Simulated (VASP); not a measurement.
Crystal: KSrBr3.

```
CELL_PARAMETERS angstrom
5.99743 0.00000 0.00000
0.00000 5.93805 0.00000
0.00000 0.00000 5.93805
ATOMIC_POSITIONS crystal
K 0.00000 0.00000 0.00000
Sr 0.50000 0.50000 0.50000
Br 0.50000 0.50000 0.00000
Br 0.50000 0.00000 0.50000
Br 0.00000 0.50000 0.50000
```

This cell differs from its parent crystal: uniaxial x strain +1.0%.

Base run:

* Program: VASP 6.6.1
* Functional: r2SCAN
* Potentials or basis: VASP PAW PBE potentials, release 64 (K_sv, Sr_sv, Br)
* Cutoff: 520 eV
* k mesh: 4 × 4 × 4
* Occupations: gaussian, width 0.01 eV
* Spin: no spin polarisation

Its results: band gap on the k mesh 4.42 eV, indirect (least direct gap 4.67 eV); pressure -0.1 GPa.

Problem. The run is repeated on the same cell with these changes: functional from r2SCAN to PBE; occupations from gaussian, width 0.01 eV to fermi-dirac, width 0.02 eV. What comes out?

Solution. Band gap on the k mesh 3.73 eV, indirect (least direct gap 3.98 eV); pressure 0.3 GPa.

Caveats: the PAW data sets were made with another functional, which shifts forces and pressure a little (some runs).

A k mesh can miss the band edges.
